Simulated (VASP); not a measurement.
# Fe (P6_3/mmc) in VASP: further runs, part 2 of 2

VASP 6.6.1. Earlier steps stand in the parts before.

**6. Single point, PBEsol, collinear spin, antiferromagnetic start**

Input file INCAR:

```
ALGO = Normal
EDIFF = 1E-6
ENCUT = 520
GGA = PS
ISIF = 2
ISMEAR = -1
ISPIN = 2
LASPH = True
LCHARG = True
LELF = True
LMAXMIX = 4
LORBIT = 11
LREAL = False
LVHAR = True
LWAVE = False
MAGMOM = 4.5 -4.5
NBANDS = 19
NELM = 150
PREC = Accurate
SIGMA = 0.15
```

Input file KPOINTS:

```
k-points
0
Gamma
  11 11 6
```

Input file POSCAR:

```
Fe
1.0
    2.3470000000      0.0000000000      0.0000000000
   -1.1735000000      2.0325600000      0.0000000000
    0.0000000000      0.0000000000      3.7970000000
Fe
2
Direct
    0.3333333333      0.6666666667      0.2500000000
    0.6666666667      0.3333333333      0.7500000000
```

Potentials or basis: VASP PAW PBE potentials, release 64 (Fe).

Launch:

```bash
$ cat potpaw_PBE.64/Fe/POTCAR > POTCAR
$ mpirun -np 1 vasp_std > vasp.out
```

OUTCAR:

```text
EDIFF = 1E-6
   ENCUT = 520
   GGA = PS
   ISIF = 2
   ISMEAR = -1
   ISPIN = 2
   LASPH = True
   LORBIT = 11
   LREAL = False
   NELM = 150
   PREC = Accurate

 ion  position               nearest neighbor table
   1  0.333  0.667  0.250-   2 2.33   2 2.33   2 2.33   2 2.33   2 2.33   2 2.33
   2  0.667  0.333  0.750-   1 2.33   1 2.33   1 2.33   1 2.33   1 2.33   1 2.33

  LATTYP: Found a hexagonal cell.
 ALAT       =     2.3470000000
 C/A-ratio  =     1.6178099702

  Lattice vectors:

 A1 = (   2.3470000000,   0.0000000000,   0.0000000000)
 A2 = (  -1.1735000000,   2.0325600000,   0.0000000000)
 A3 = (   0.0000000000,   0.0000000000,   3.7970000000)

Analysis of symmetry for initial positions (statically):
=====================================================================
 Subroutine PRICEL returns:
 Original cell was already a primitive cell.

 Routine SETGRP: Setting up the symmetry group for a
 hexagonal supercell.

[... 730 lines left out ...]
      3       6.1737      1.00000
      4       6.2126      1.00000
      5       6.2126      1.00000
      6       6.7327      0.99992
[... 517 lines left out ...]
     18      34.8868      0.00000
     19      37.3370      0.00000

 [... further k-points ...]

------------------------ aborting loop because EDIFF is reached ----------------------------------------

  FORCE on cell =-STRESS in cart. coord.  units (eV):
  Direction    XX          YY          ZZ          XY          YZ          ZX
  --------------------------------------------------------------------------------------
  -------------------------------------------------------------------------------------
  Total        4.0459085      4.0459020      2.6752434      0.0000000      0.0000000     -0.0000000
  in kB      357.8735312    357.8729598    236.6338241      0.0000000      0.0000000     -0.0000000
  external PRESSURE =     317.4601050 kB  Pullay stress =       0.0000000 kB

 VOLUME and BASIS-vectors are now :
 -----------------------------------------------------------------------------
  energy-cutoff  :      520.00
  volume of cell :       18.11
      direct lattice vectors                 reciprocal lattice vectors
     2.347000000  0.000000000  0.000000000     0.426075841  0.245995198  0.000000000
    -1.173500000  2.032560000  0.000000000     0.000000000  0.491990396  0.000000000
     0.000000000  0.000000000  3.797000000     0.000000000  0.000000000  0.263365815

 POSITION                                       TOTAL-FORCE (eV/Angst)
 -----------------------------------------------------------------------------------
     -0.00000      1.35504      0.94925        -0.000000      0.000000      0.000000
      1.17350      0.67752      2.84775         0.000000      0.000000      0.000000
 -----------------------------------------------------------------------------------
    total drift:                                0.000000     -0.000000     -0.000000

  FREE ENERGIE OF THE ION-ELECTRON SYSTEM (eV)
  ---------------------------------------------------
  free  energy   TOTEN  =       -17.8125718038 eV

  energy  without entropy=      -17.6394939827  energy(sigma->0) =      -17.72603289

 total charge

# of ion       s       p       d       tot
------------------------------------------
    1        0.603   0.774   6.475   7.853
    2        0.603   0.774   6.475   7.853
--------------------------------------------------
tot          1.207   1.548  12.950  15.705

 magnetization (x)

# of ion       s       p       d       tot
------------------------------------------
    1        0.000   0.000   0.001   0.001
    2       -0.000  -0.000  -0.001  -0.001
--------------------------------------------------
tot          0.000   0.000   0.000   0.000
```

stdout:

```text
POSCAR found type information on POSCAR Fe
 POSCAR found :  1 types and       2 ions
 scaLAPACK will be used
 -----------------------------------------------------------------------------
|                                                                             |
|                                                                             |
|     You enforced a specific xc type in the INCAR file but a different       |
|     I HOPE YOU KNOW WHAT YOU ARE DOING!                                     |
|                                                                             |
 -----------------------------------------------------------------------------

 LDA part: xc-table for (Slater+PW92), standard interpolation
 POSCAR, INCAR and KPOINTS ok, starting setup
 FFT: planning ... GRIDC
 FFT: planning ... GRID_SOFT
 FFT: planning ... GRID
 WAVECAR not read
 entering main loop
```

It took 32 s on 1 thread of Intel Xeon 6975P-C (Granite Rapids), shared host; peak memory 0.15 GiB.

Results:

```
Free energy                                           : -17.8126 eV
Pressure                                              : 31.7 GPa
Band gap on the k mesh                                : zero (filled and empty bands overlap)
Net moment                                            : 0.00 μB per cell
Valence electrons inside the program's atomic spheres : Fe 7.85
```

Stress tensor (GPa, compression positive):
```
35.79  0.00  0.00
 0.00 35.79  0.00
 0.00  0.00 23.66
```

Caveat: the starting moments collapsed, and a magnetic state may lie lower; the PAW data sets were made with another functional, which shifts forces and pressure a little.

**7. Single point, PBEsol, collinear spin, antiferromagnetic start**

Input file INCAR:

```
PREC = Accurate
ENCUT = 520
EDIFF = 1E-6
ISMEAR = -1
SIGMA = 0.15
LREAL = F
LASPH = T
NELM = 150
ALGO = Normal
ISIF = 2
LWAVE = F
LCHARG = F
ISPIN = 2
MAGMOM = 4.5 -4.5
LORBIT = 11
LMAXMIX = 4
GGA = PS
NBANDS = 19
```

Input file KPOINTS:

```
Automatic mesh
0
Gamma
  13 13 7
```

POSCAR is that of step 6.

Launch:

```bash
$ cat potpaw_PBE.64/Fe/POTCAR > POTCAR
$ mpirun -np 1 vasp_std > vasp.out
```

It took 40 s on 1 thread of Intel Xeon 6975P-C (Granite Rapids), shared host; peak memory 0.16 GiB.

Results (log left out):

```yaml
Free_energy: -17.8110 eV
Pressure: 31.8 GPa
Band_gap_on_the_k_mesh: zero (filled and empty bands overlap)
Net_moment: 0.00 μB per cell
Valence_electrons_inside_the_program's_atomic_spheres: Fe 7.85
```

Stress tensor (GPa, compression positive):
```
36.00  0.00  0.00
 0.00 36.00  0.00
 0.00  0.00 23.26
```

Levels at points of the mesh, in eV from the Fermi level:
Spin up:
```
           k point  band 4  band 5  band 6  band 7  band 8  band 9  band 10  band 11  band 12  band 13
(0.00, 0.00, 0.00)   -1.95   -1.95   -1.43   -1.43   -0.87   -0.87     0.25     0.85     0.85     9.68
```
Spin down:
| k point | band 5 | band 6 | band 7 | band 8 | band 9 | band 10 | band 11 | band 12 |
| --- | --- | --- | --- | --- | --- | --- | --- | --- |
| (0.00, 0.00, 0.00) | -1.95 | -1.43 | -1.43 | -0.87 | -0.87 | 0.25 | 0.85 | 0.85 |

Caveat: the starting moments collapsed, and a magnetic state may lie lower; the PAW data sets were made with another functional, which shifts forces and pressure a little.
